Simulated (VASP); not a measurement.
Here is a VASP 6.6.1 calculation.

INCAR

```
SYSTEM = CdS
PREC     = Accurate       ! precision mode
ENCUT    = 500            ! plane-wave cutoff, eV
EDIFF    = 1E-6           ! SCF threshold, eV
ISMEAR   = 0              ! smearing method
SIGMA    = 0.02           ! smearing width, eV
LREAL    = .False.        ! projectors in reciprocal space
LASPH    = .True.         ! aspherical terms in the spheres
NELM     = 120            ! most SCF steps
ALGO     = Normal         ! electronic algorithm
ISIF     = 2              ! what is computed and relaxed
LWAVE    = .False.        ! write WAVECAR
LCHARG   = .False.        ! write CHGCAR
GGA      = PE             ! functional
NBANDS   = 16             ! bands
GGA_COMPAT= .False.
```

The input KPOINTS:

```
regular mesh
0
Gamma
  8 8 8
  0 0 0
```

POSCAR

```
CdS
1.0
    0.0000000000      2.9634019062      2.9634019062
    2.9634019062      0.0000000000      2.9634019062
    2.9634019062      2.9634019062      0.0000000000
Cd S
1 1
Direct
    0.0000000000      0.0000000000      0.0000000000
    0.2500000000      0.2500000000      0.2500000000
```

Potentials or basis: VASP PAW PBE potentials, release 64 (Cd, S).

Launch:

```bash
$ cat potpaw_PBE.64/Cd/POTCAR potpaw_PBE.64/S/POTCAR > POTCAR
$ mpirun -np 1 vasp_std > vasp.out
```

Q: Predict the band gap on the k mesh.

A: 1.04 eV.

Q: Predict the pressure.

A: 0.3 GPa.
